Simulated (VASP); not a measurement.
# KI (Fm-3m) in VASP: further runs, part 2 of 2

VASP 6.6.1. Earlier steps stand in the parts before.

## Step 3: Single point, PBEsol

This run uses another cell than the first one, of 43.21 Å³/atom.

Input file INCAR:

```
PREC = Accurate
ENCUT = 500
EDIFF = 1E-6
ISMEAR = -1
SIGMA = 0.02
LREAL = F
LASPH = T
NELM = 120
ALGO = Normal
ISIF = 2
LWAVE = F
LCHARG = F
GGA = PS
NBANDS = 15
GGA_COMPAT = F
```

Input file KPOINTS:

```
Automatic mesh
0
Gamma
  7 7 7
```

Input file POSCAR:

```
KI
1.0
    0.0000000000      3.5090643863      3.5090643863
    3.5090643863      0.0000000000      3.5090643863
    3.5090643863      3.5090643863      0.0000000000
K I
1 1
Direct
    0.0000000000      0.0000000000      0.0000000000
    0.5000000000      0.5000000000      0.5000000000
```

Potentials or basis: VASP PAW PBE potentials, release 64 (K_sv, I).

Started as:

```bash
> cat potpaw_PBE.64/K_sv/POTCAR potpaw_PBE.64/I/POTCAR > POTCAR
> mpirun -np 1 vasp_std > vasp.out
```

OUTCAR:

```text
PREC = Accurate
   ENCUT = 500
   EDIFF = 1E-6
   ISMEAR = -1
   LREAL = F
   LASPH = T
   NELM = 120
   ISIF = 2
   GGA = PS

 ion  position               nearest neighbor table
   1  0.000  0.000  0.000-   2 3.51   2 3.51   2 3.51   2 3.51   2 3.51   2 3.51
   2  0.500  0.500  0.500-   1 3.51   1 3.51   1 3.51   1 3.51   1 3.51   1 3.51

  LATTYP: Found a face centered cubic cell.
 ALAT       =     7.0181287726

  Lattice vectors:

 A1 = (   0.0000000000,   3.5090643863,   3.5090643863)
 A2 = (   3.5090643863,   0.0000000000,   3.5090643863)
 A3 = (   3.5090643863,   3.5090643863,   0.0000000000)

Analysis of symmetry for initial positions (statically):
=====================================================================
 Subroutine PRICEL returns:
 Original cell was already a primitive cell.

 Routine SETGRP: Setting up the symmetry group for a
 face centered cubic supercell.

 Subroutine GETGRP returns: Found 48 space group operations
 (whereof 48 operations were pure point group operations)
 out of a pool of 48 trial point group operations.

The static configuration has the point symmetry O_h .

Analysis of symmetry for dynamics (positions and initial velocities):
=====================================================================
 Subroutine PRICEL returns:
 Original cell was already a primitive cell.

 Routine SETGRP: Setting up the symmetry group for a
 face centered cubic supercell.

 Subroutine GETGRP returns: Found 48 space group operations
 (whereof 48 operations were pure point group operations)
 out of a pool of 48 trial point group operations.

The dynamic configuration has the point symmetry O_h .

 Subroutine INISYM returns: Found 48 space group operations
 (whereof 48 operations are pure point group operations),
 and found     1 'primitive' translations

----------------------------------------------------------------------------------------

                                     Primitive cell

  volume of cell :      86.4180

  direct lattice vectors                    reciprocal lattice vectors
     0.000000000  3.509064386  3.509064386    -0.142488124  0.142488124  0.142488124
     3.509064386  0.000000000  3.509064386     0.142488124 -0.142488124  0.142488124
     3.509064386  3.509064386  0.000000000     0.142488124  0.142488124 -0.142488124

  length of vectors
     4.962566446  4.962566446  4.962566446     0.246796670  0.246796670  0.246796670

  position of ions in fractional coordinates (direct lattice)
     0.000000000  0.000000000  0.000000000
     0.500000000  0.500000000  0.500000000

  ion indices of the primitive-cell ions
   primitive index   ion index
                 1           1
                 2           2

----------------------------------------------------------------------------------------

 KPOINTS: Automatic mesh

Automatic generation of k-mesh.
 Grid dimensions read from file:
 generate k-points for:    7    7    7

 Generating k-lattice:

  Cartesian coordinates                     Fractional coordinates (reciprocal lattice)
    -0.020355446  0.020355446  0.020355446     0.142857143  0.000000000  0.000000000
     0.020355446 -0.020355446  0.020355446     0.000000000  0.142857143  0.000000000
     0.020355446  0.020355446 -0.020355446     0.000000000  0.000000000  0.142857143

  Length of vectors
     0.035256667  0.035256667  0.035256667

  Shift w.r.t. Gamma in fractional coordinates (k-lattice)
     0.000000000  0.000000000  0.000000000

 Subroutine IBZKPT returns following result:
 ===========================================

 Found     20 irreducible k-points:

 Following reciprocal coordinates:
            Coordinates               Weight
  0.000000  0.000000  0.000000      1.000000
  0.142857  0.000000  0.000000      8.000000
  0.285714  0.000000  0.000000      8.000000
  0.428571  0.000000  0.000000      8.000000
  0.142857  0.142857  0.000000      6.000000
  0.285714  0.142857  0.000000     24.000000
[... 12 lines left out ...]
 -0.428571  0.428571  0.142857     24.000000
 -0.285714  0.428571  0.142857     24.000000
   k-points           NKPTS =     20   k-points in BZ     NKDIM =     20   number of bands    NBANDS=     15
   number of dos      NEDOS =    301   number of ions     NIONS =      2
   total plane-waves  NPLWV =  46656
   dimension x,y,z NGX =    36 NGY =   36 NGZ =   36
   dimension x,y,z NGXF=    72 NGYF=   72 NGZF=   72
   ions per type =               1   1
   NGX,Y,Z   is equivalent  to a cutoff of  12.06, 12.06, 12.06 a.u.
   NGXF,Y,Z  is equivalent  to a cutoff of  24.12, 24.12, 24.12 a.u.
 SYSTEM =  unknown system
   PREC   = accura    normal or accurate (medium, high low for compatibility)
   ISTART =      0    job   : 0-new  1-cont  2-samecut
   ICHARG =      2    charge: 1-file 2-atom 10-const
   ISPIN  =      1    spin polarized calculation?
   LNONCOLLINEAR =      F non collinear calculations
   LSORBIT =      F    spin-orbit coupling
   LASPH  =      T    aspherical Exc in radial PAW
   ENCUT  =  500.0 eV  36.75 Ry    6.06 a.u.   9.05  9.05  9.05*2*pi/ulx,y,z
   NELM   =    120;   NELMIN=  2; NELMDL= -5     # of ELM steps
   EDIFF  = 0.1E-05   stopping-criterion for ELM
   LREAL  =      F    real-space projection
   EDIFFG = 0.1E-04   stopping-criterion for IOM
   NSW    =      0    number of steps for IOM
   IBRION =     -1    ionic relax: 0-MD 1-quasi-New 2-CG
   NFREE  =      0    steps in history (QN), initial steepest desc. (CG)
   ISIF   =      2    stress and relaxation
   ISYM   =      2    0-nonsym 1-usesym 2-fastsym
   POTIM  = 0.5000    time-step for ionic-motion
   TEBEG  =    0.0;   TEEND  =   0.0 temperature during run
   PSTRESS=    0.0 pullay stress
   NELECT =      16.0000    total number of electrons
   NUPDOWN=      -1.0000    fix difference up-down
   EMIN   =  10.00;   EMAX   =-10.00  energy-range for DOS
   EFERMI =   0.00;   METHOD = LEGACY
   ISMEAR =    -1;   SIGMA  =   0.02  broadening in eV -4-tet -1-fermi 0-gaus
   EFERMI_NEDOS =   21; number of points for ismear=-14 and -15
   IALGO  =     38    algorithm
   IMIX   =      4    mixing-type and parameters
     AMIX     =   0.40;   BMIX     =  1.00
     AMIX_MAG =   1.60;   BMIX_MAG =  1.00
  volume/ion in A,a.u.               =      43.21       291.59
  Fermi-wavevector in a.u.,A,eV,Ry     =   0.933068  1.763244 11.845459  0.870617
  Thomas-Fermi vector in A             =   2.059732
   LORBIT       =      0    0 simple, 1 ext, 2 COOP (PROOUT), +10 PAW based schemes
   GGA     = PS    functional components
   LHFCALC =     F    Hartree Fock is set to
   AEXX    =    0.0000 exact exchange contribution
   IVDW    =     0    specifies the selected vdW correction
   LEPSILON=     F    determine dielectric tensor
   LRPA    =     F    only Hartree local field effects (RPA)
 non-spin polarized calculation
  energy-cutoff  :      500.00
  volume of cell :       86.42
 maximum number of plane-waves:      2213
   NGX = 19   NGY = 19   NGZ = 19

 number of electron      15.9999997 magnetization

 Free energy of the ion-electron system (eV)
  ---------------------------------------------------
  ext. energy  EPLUGINS =         0.00000000
  ---------------------------------------------------
  free energy    TOTEN  =        -5.81601555 eV

  energy without entropy =       -5.81601555  energy(sigma->0) =       -5.81601555

 E-fermi :   0.0986     XC(G=0):  -7.4252

 val. band max:       -0.4037781544   @ k =   0.0000   0.0000   0.0000
 cond. band min:       3.4522493521   @ k =   0.0000   0.0000   0.0000
 fundamental gap:      3.8560275065
 Fermi energy:         0.0986019498

 k-point     1 :       0.0000    0.0000    0.0000
  band No.  band energies     occupation
      1     -28.6953      2.00000
      2     -12.2504      2.00000
      3     -12.2504      2.00000
      4     -12.2504      2.00000
      5     -10.9724      2.00000
      6      -0.4038      2.00000
      7      -0.4038      2.00000
      8      -0.4038      2.00000
      9       3.4522      0.00000
     10       6.0131      0.00000
     11       6.0131      0.00000
     12       6.0131      0.00000
     13       6.7680      0.00000
     14       6.7680      0.00000
[... 329 lines left out ...]
      2     -12.3299      2.00000
      3     -12.2890      2.00000
      4     -12.2725      2.00000
      5     -10.7396      2.00000
      6      -1.2447      2.00000
      7      -1.2208      2.00000
      8      -0.9139      2.00000
      9       5.5837      0.00000
     10       6.3262      0.00000
     11       6.3860      0.00000
     12       7.7854      0.00000
     13       8.3678      0.00000
     14       8.9229      0.00000
     15       9.7580      0.00000

------------------------ aborting loop because EDIFF is reached ----------------------------------------

  FORCE on cell =-STRESS in cart. coord.  units (eV):
  Direction    XX          YY          ZZ          XY          YZ          ZX
  --------------------------------------------------------------------------------------
  -------------------------------------------------------------------------------------
  Total       -0.0091020     -0.0091020     -0.0091020      0.0000000     -0.0000000      0.0000000
  in kB       -0.1687499     -0.1687499     -0.1687499      0.0000000     -0.0000000      0.0000000
  external PRESSURE =      -0.1687499 kB  Pullay stress =       0.0000000 kB

 VOLUME and BASIS-vectors are now :
 -----------------------------------------------------------------------------
  energy-cutoff  :      500.00
  volume of cell :       86.42
      direct lattice vectors                 reciprocal lattice vectors
     0.000000000  3.509064386  3.509064386    -0.142488124  0.142488124  0.142488124
     3.509064386  0.000000000  3.509064386     0.142488124 -0.142488124  0.142488124
     3.509064386  3.509064386  0.000000000     0.142488124  0.142488124 -0.142488124

 POSITION                                       TOTAL-FORCE (eV/Angst)
 -----------------------------------------------------------------------------------
      0.00000      0.00000      0.00000         0.000000     -0.000000     -0.000000
      3.50906      3.50906      3.50906        -0.000000      0.000000      0.000000
 -----------------------------------------------------------------------------------
    total drift:                                0.000000      0.000000      0.000000

  FREE ENERGIE OF THE ION-ELECTRON SYSTEM (eV)
  ---------------------------------------------------
  free  energy   TOTEN  =        -5.8160155505 eV

  energy  without entropy=       -5.8160155505  energy(sigma->0) =       -5.81601555
```

Run time: 36 s. Hardware: 1 thread of Intel Xeon 8259CL, shared host; peak memory 0.21 GiB.

What came out:

```
Free energy            : -5.8160 eV
Pressure               : 0.0 GPa
Band gap on the k mesh : 3.86 eV
```

Caveat: the PAW data sets were made with another functional, which shifts forces and pressure a little; spin-orbit coupling is left out, which moves the levels of the heavy elements.
